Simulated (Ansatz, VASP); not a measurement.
## BeS: VASP beside Ansatz

The input POSCAR:

```
BeS
1.0
    0.0000000000      2.4584102491      2.4584102491
    2.4584102491      0.0000000000      2.4584102491
    2.4584102491      2.4584102491      0.0000000000
Be S
1 1
Direct
    0.0000000000      0.0000000000      0.0000000000
    0.2500000000      0.2500000000      0.2500000000
```

Contents of INCAR.step1:

```
  PREC = Accurate
  ENCUT = 520
  ISMEAR = 0
  SIGMA = 0.01
  LREAL = False
  LASPH = True
  NELM = 60
  NBANDS = 11
  GGA = PE
  ALGO = Normal
  EDIFF = 1E-4
  LWAVE = True
  LCHARG = False
```

INCAR.step2

```
  PREC = Accurate
  ENCUT = 520
  EDIFF = 1E-6
  ISMEAR = 0
  SIGMA = 0.01
  LREAL = False
  LASPH = True
  NELM = 60
  ALGO = Normal
  ISIF = 2
  LWAVE = False
  LCHARG = False
  METAGGA = R2SCAN
  LMIXTAU = True
  NBANDS = 11
  ISTART = 1
```

File KPOINTS:

```
Automatic mesh
0
Gamma
  8 8 8
```

Input for Ansatz:

```yaml
crystal:
  lattice:
    - [0.0, 2.4584102491, 2.4584102491]
    - [2.4584102491, 0.0, 2.4584102491]
    - [2.4584102491, 2.4584102491, 0.0]
  atoms:
    - { symbol: Be, position: [0.0, 0.0, 0.0] }
    - { symbol: S, position: [0.25, 0.25, 0.25] }
kpoints:
  mp_grid: { grid: [8, 8, 8] }
hamiltonian:
  xc: r2scan
scf:
  occupations: { method: fixed }
  n_extra_bands: 4
output:
  forces: true
  stress: true
  eigenvalues: true
```

Alike in both runs: task single point; functional r2SCAN; k mesh 8 × 8 × 8; no spin polarisation.

```csv
,VASP,Ansatz
version,VASP 6.6.1,Ansatz 0.2.0
potentials or method,"VASP PAW PBE potentials, release 64 (Be, S)","plane waves, PAW"
plane-wave cutoff (eV),520,500
occupations,"gaussian, width 0.01 eV",fixed
valence electrons in the cell,8,8
```

Ansatz gave:

```
gap on the k mesh at the Fermi level (eV) : 3.65
pressure (GPa)                            : -2.7
```

**Question.** Which values does VASP return?

**Answer.** gap on the k mesh at the Fermi level (eV): 3.66; pressure (GPa): -2.5.

VASP's potentials were made for PBE, not for r2SCAN.
